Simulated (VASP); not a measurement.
A run of VASP 6.6.1 is set up as follows.

INCAR

```
SYSTEM = LiBeF3
ALGO = Normal
EDIFF = 1E-6
ENCUT = 520
GGA = PE
ISIF = 2
ISMEAR = 0
LASPH = .TRUE.
LCHARG = .TRUE.
LELF = .TRUE.
LREAL = .FALSE.
LVHAR = .TRUE.
LWAVE = .FALSE.
NBANDS = 21
NELM = 80
PREC = Accurate
SIGMA = 0.1
```

File KPOINTS:

```
k-points
0
G
  6 4 4
  0 0 0
```

POSCAR

```
LiBeF3
1.0
    2.7723047801      0.0000000000      0.0000000000
    0.0000000000      2.6187267821      4.0502344904
    0.0000000000     -2.6187267821      4.0502344904
Li Be F
1 1 3
Direct
    0.5000000000      0.6931261096      0.6931261096
    0.0000000000      0.0548644754      0.0548644754
    0.0000000000      0.9055986547      0.4014701605
    0.0000000000      0.4014701605      0.9055986547
    0.5000000000      0.9442675729      0.9442675729
```

Potentials or basis: VASP PAW PBE potentials, release 64 (Li_sv, Be, F).

Run with:

```sh
$ cat potpaw_PBE.64/Li_sv/POTCAR potpaw_PBE.64/Be/POTCAR potpaw_PBE.64/F/POTCAR > POTCAR
$ mpirun -np 1 vasp_std > vasp.out
```

(1) Predict the largest force.

(2) What does it give for the band gap on the k mesh?

Results:

(1) 0.034 eV/Å.

(2) 7.54 eV, indirect (least direct gap 7.58 eV).
